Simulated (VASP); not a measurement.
# SnSe2 (P-3m1) in VASP: single point with PBE-based global hybrid with 75 % exact exchange

Aim: the single point of SnSe2 with PBE-based global hybrid with 75 % exact exchange.

All numbers are computed with VASP 6.6.1; they aren't measurements. Logs are shortened: lines on timing, memory, paths and dates and some standing lists are left out, and cuts for length are marked.

## (1) The cell of the first run

The structure is trigonal, space group P-3m1 (No. 164). The conventional cell has a = 3.825 Å, b = 3.825 Å, c = 6.227 Å, α = 90.00°, β = 90.00°, γ = 120.00°. Sn (site symmetry -3m) has 6 Se at 2.71 Å within 3.6 Å. Within 3.6 Å of Se (site symmetry 3m) lie 3 Sn at 2.71 Å.

## (2) Single point, PBE-based global hybrid with 75 % exact exchange

POSCAR reads:

```
SnSe2
1.0
    3.8251638404      0.0000000000      0.0000000000
   -1.9125819202      3.3126890594      0.0000000000
    0.0000000000      0.0000000000      6.2270561301
Sn Se
1 2
Direct
    0.0000000000      0.0000000000      0.0000000000
    0.3333333333      0.6666666667      0.2530760434
    0.6666666667      0.3333333333      0.7469239566
```

INCAR.step1 reads:

```
ALGO     = Normal         # electronic algorithm
EDIFF    = 1E-5           # SCF threshold, eV
ENCUT    = 520            # plane-wave cutoff, eV
GGA      = PE             # functional
ISIF     = 2              # what is computed and relaxed
ISMEAR   = 0              # smearing method
LASPH    = True           # aspherical terms in the spheres
LCHARG   = False          # write CHGCAR
LREAL    = False          # projectors in reciprocal space
LWAVE    = True           # write WAVECAR
NBANDS   = 20             # bands
NELM     = 80             # most SCF steps
PREC     = Accurate       # precision mode
SIGMA    = 0.01           # smearing width, eV
```

INCAR.step2 reads:

```
AEXX     = 0.75           # exact-exchange fraction
ALGO     = Normal         # electronic algorithm
EDIFF    = 1E-6           # SCF threshold, eV
ENCUT    = 520            # plane-wave cutoff, eV
GGA      = PE             # functional
ISIF     = 2              # what is computed and relaxed
ISMEAR   = 0              # smearing method
ISTART   = 1            
LASPH    = True           # aspherical terms in the spheres
LCHARG   = False          # write CHGCAR
LHFCALC  = True           # exact exchange
LREAL    = False          # projectors in reciprocal space
LWAVE    = False          # write WAVECAR
NBANDS   = 20             # bands
NELM     = 80             # most SCF steps
PREC     = Accurate       # precision mode
PRECFOCK = Normal       
SIGMA    = 0.01           # smearing width, eV
```

KPOINTS reads:

```
k-points
0
Gamma
  6 6 2
```

Potentials or basis: VASP PAW PBE potentials, release 64 (Sn_d, Se).

The run is started by

```
$ cat potpaw_PBE.64/Sn_d/POTCAR potpaw_PBE.64/Se/POTCAR > POTCAR
$ cp INCAR.step1 INCAR
$ mpirun -np 1 vasp_std > vasp.out
$ cp INCAR.step2 INCAR
$ mpirun -np 1 vasp_std > vasp.out
```

OUTCAR:

```text
AEXX = 0.75
   EDIFF = 1E-6
   ENCUT = 520
   GGA = PE
   ISIF = 2
   ISMEAR = 0
   ISTART = 1
   LASPH = True
   LHFCALC = True
   LREAL = False
   NELM = 80
   PREC = Accurate
   PRECFOCK = Normal

 ion  position               nearest neighbor table
   1  0.000  0.000  0.000-   2 2.71   3 2.71   2 2.71   3 2.71   3 2.71   2 2.71
   2  0.333  0.667  0.253-   1 2.71   1 2.71   1 2.71
   3  0.667  0.333  0.747-   1 2.71   1 2.71   1 2.71

  LATTYP: Found a hexagonal cell.
 ALAT       =     3.8251638404
 C/A-ratio  =     1.6279188003

  Lattice vectors:

 A1 = (   3.8251638404,   0.0000000000,   0.0000000000)
 A2 = (  -1.9125819202,   3.3126890594,   0.0000000000)
 A3 = (   0.0000000000,   0.0000000000,   6.2270561301)

Analysis of symmetry for initial positions (statically):
=====================================================================
 Subroutine PRICEL returns:
 Original cell was already a primitive cell.

 Routine SETGRP: Setting up the symmetry group for a
 hexagonal supercell.

 Subroutine GETGRP returns: Found 12 space group operations
 (whereof 12 operations were pure point group operations)
 out of a pool of 24 trial point group operations.

The static configuration has the point symmetry D_3d.

Analysis of symmetry for dynamics (positions and initial velocities):
=====================================================================
 Subroutine PRICEL returns:
 Original cell was already a primitive cell.

 Routine SETGRP: Setting up the symmetry group for a
 hexagonal supercell.

 Subroutine GETGRP returns: Found 12 space group operations
 (whereof 12 operations were pure point group operations)
 out of a pool of 24 trial point group operations.

The dynamic configuration has the point symmetry D_3d.

 Subroutine INISYM returns: Found 12 space group operations
 (whereof 12 operations are pure point group operations),
 and found     1 'primitive' translations

----------------------------------------------------------------------------------------

                                     Primitive cell
[... 81 lines left out ...]
   NELM   =     80;   NELMIN=  2; NELMDL=  0     # of ELM steps
   EDIFF  = 0.1E-05   stopping-criterion for ELM
   LREAL  =      F    real-space projection
   EDIFFG = 0.1E-04   stopping-criterion for IOM
   NSW    =      0    number of steps for IOM
   IBRION =     -1    ionic relax: 0-MD 1-quasi-New 2-CG
   NFREE  =      0    steps in history (QN), initial steepest desc. (CG)
   ISIF   =      2    stress and relaxation
   ISYM   =      3    0-nonsym 1-usesym 2-fastsym
   POTIM  = 0.5000    time-step for ionic-motion
   TEBEG  =    0.0;   TEEND  =   0.0 temperature during run
   PSTRESS=    0.0 pullay stress
   NELECT =      26.0000    total number of electrons
   NUPDOWN=      -1.0000    fix difference up-down
   EMIN   =  10.00;   EMAX   =-10.00  energy-range for DOS
   EFERMI =   0.00;   METHOD = LEGACY
   ISMEAR =     0;   SIGMA  =   0.01  broadening in eV -4-tet -1-fermi 0-gaus
   EFERMI_NEDOS =   21; number of points for ismear=-14 and -15
   IALGO  =     38    algorithm
   IMIX   =      1    mixing-type and parameters
     AMIX     =   0.40;   BMIX     =  1.00
     AMIX_MAG =   1.60;   BMIX_MAG =  1.00
  volume/ion in A,a.u.               =      26.30       177.50
  Fermi-wavevector in a.u.,A,eV,Ry     =   1.130737  2.136782 17.395936  1.278565
  Thomas-Fermi vector in A             =   2.267434
   LORBIT       =      0    0 simple, 1 ext, 2 COOP (PROOUT), +10 PAW based schemes
   GGA     = PE    functional components
   LHFCALC =     T    Hartree Fock is set to
   PRECFOCK=normal    Normal, Fast or Accurate (Low or Medium for compatibility)
   ENCUT4O =  -1.0   cutoff for four orbital integrals eV
   NKREDX  =     1    reduce k-point grid by
   NKREDY  =     1    reduce k-point grid by
   NKREDZ  =     1    reduce k-point grid by
   AEXX    =    0.7500 exact exchange contribution
   HFSCREEN=    0.0000 screening length (either q_TF or 0.3 A-1)
   HFSCREENC=   0.0000 screening length for correlation (either q_TF or 0.3 A-1)
   ENCUTFOCK=  -1.0 apply spherical cutoff to Coloumb kernel
   IVDW    =     0    specifies the selected vdW correction
   LEPSILON=     F    determine dielectric tensor
   LRPA    =     F    only Hartree local field effects (RPA)
 non-spin polarized calculation
 Gauss-broadening in eV      SIGMA  =   0.01
  energy-cutoff  :      520.00
  volume of cell :       78.91
 maximum number of plane-waves:      2148
  NGX = 24; NGY = 24; NGZ = 36

 number of electron      26.0000000 magnetization

 Free energy of the ion-electron system (eV)
  ---------------------------------------------------
  ext. energy  EPLUGINS =         0.00000000
  ---------------------------------------------------
  free energy    TOTEN  =       -25.25111935 eV

  energy without entropy =      -25.25111935  energy(sigma->0) =      -25.25111935

 E-fermi :   1.2197     XC(G=0):  -3.4946

 val. band max:        1.1073627685   @ k =   0.1667   0.0000   0.0000
 cond. band min:       6.2207608360   @ k =   0.5000   0.0000   0.5000
 fundamental gap:      5.1133980675
 Fermi energy:         1.2197142614

 k-point     1 :       0.0000    0.0000    0.0000
  band No.  band energies     occupation
      1     -26.4044      2.00000
      2     -26.4044      2.00000
      3     -26.3090      2.00000
      4     -26.2977      2.00000
      5     -26.2977      2.00000
      6     -16.6866      2.00000
[... 311 lines left out ...]
     19      15.6620      0.00000
     20      15.7016      0.00000

------------------------ aborting loop because EDIFF is reached ----------------------------------------

  FORCE on cell =-STRESS in cart. coord.  units (eV):
  Direction    XX          YY          ZZ          XY          YZ          ZX
  --------------------------------------------------------------------------------------
  -------------------------------------------------------------------------------------
  Total       -2.9963995     -2.9963995     -3.2236225      0.0000000      0.0000000      0.0000000
  in kB      -60.8410652    -60.8410652    -65.4547650      0.0000000      0.0000000      0.0000000
  external PRESSURE =     -62.3789651 kB  Pullay stress =       0.0000000 kB

 VOLUME and BASIS-vectors are now :
 -----------------------------------------------------------------------------
  energy-cutoff  :      520.00
  volume of cell :       78.91
      direct lattice vectors                 reciprocal lattice vectors
     3.825163840  0.000000000  0.000000000     0.261426711  0.150934782  0.000000000
    -1.912581920  3.312689059  0.000000000     0.000000000  0.301869563  0.000000000
     0.000000000  0.000000000  6.227056130     0.000000000  0.000000000  0.160589527

 POSITION                                       TOTAL-FORCE (eV/Angst)
 -----------------------------------------------------------------------------------
      0.00000      0.00000      0.00000         0.000000      0.000000      0.000000
     -0.00000      2.20846      1.57592        -0.000000      0.000000     -1.165562
      1.91258      1.10423      4.65114        -0.000000     -0.000000      1.165562
 -----------------------------------------------------------------------------------
    total drift:                                0.000000      0.000000      0.000002

  FREE ENERGIE OF THE ION-ELECTRON SYSTEM (eV)
  ---------------------------------------------------
  free  energy   TOTEN  =       -25.2511193463 eV

  energy  without entropy=      -25.2511193463  energy(sigma->0) =      -25.25111935
```

OUTCAR.step1:

```text
EDIFF = 1E-5
   ENCUT = 520
   GGA = PE
   ISIF = 2
[... 536 lines left out ...]
      0.00000      0.00000      0.00000         0.000000      0.000000      0.000000
     -0.00000      2.20846      1.57592         0.000000      0.000000      0.262572
      1.91258      1.10423      4.65114        -0.000000     -0.000000     -0.262572
 -----------------------------------------------------------------------------------
    total drift:                               -0.000000      0.000000      0.000000

  FREE ENERGIE OF THE ION-ELECTRON SYSTEM (eV)
  ---------------------------------------------------
  free  energy   TOTEN  =       -11.8197797113 eV

  energy  without entropy=      -11.8197797113  energy(sigma->0) =      -11.81977971
```

Run time: 53 min. Hardware: 1 thread of Intel Xeon 8259CL, shared host; peak memory 0.23 GiB.

What came out:

- Free energy: -25.2511 eV
- Pressure: -6.2 GPa
- Largest force: 1.166 eV/Å
- Band gap on the k mesh: 5.11 eV (least direct gap 5.76 eV)

Forces on the atoms (eV/Å):
```
Sn   0.000  0.000  0.000
Se   0.000  0.000 -1.166
Se   0.000  0.000  1.166
```

Levels at points of the mesh, in eV from the valence-band top:
```
           k point  band 10  band 11  band 12  band 13  band 14  band 15  band 16  band 17
(0.00, 0.00, 0.00)    -0.72    -0.31    -0.29    -0.29     5.69     7.84     9.84     9.84
(0.50, 0.00, 0.00)    -3.80    -3.16    -1.47    -0.31     5.45     8.63    10.13    10.64
(0.00, 0.00, 0.50)    -0.86    -0.86    -0.10    -0.10     7.28     7.79     9.48     9.48
(0.50, 0.00, 0.50)    -2.94    -2.57    -1.12    -0.79     5.11     9.01     9.72    10.62
```

Caveat: the k points lie up to 0.50 Å⁻¹ apart; the PAW data sets were made with another functional, which shifts forces and pressure a little; spin-orbit coupling is left out, which moves the levels of the heavy elements. A k mesh can miss the band edges.
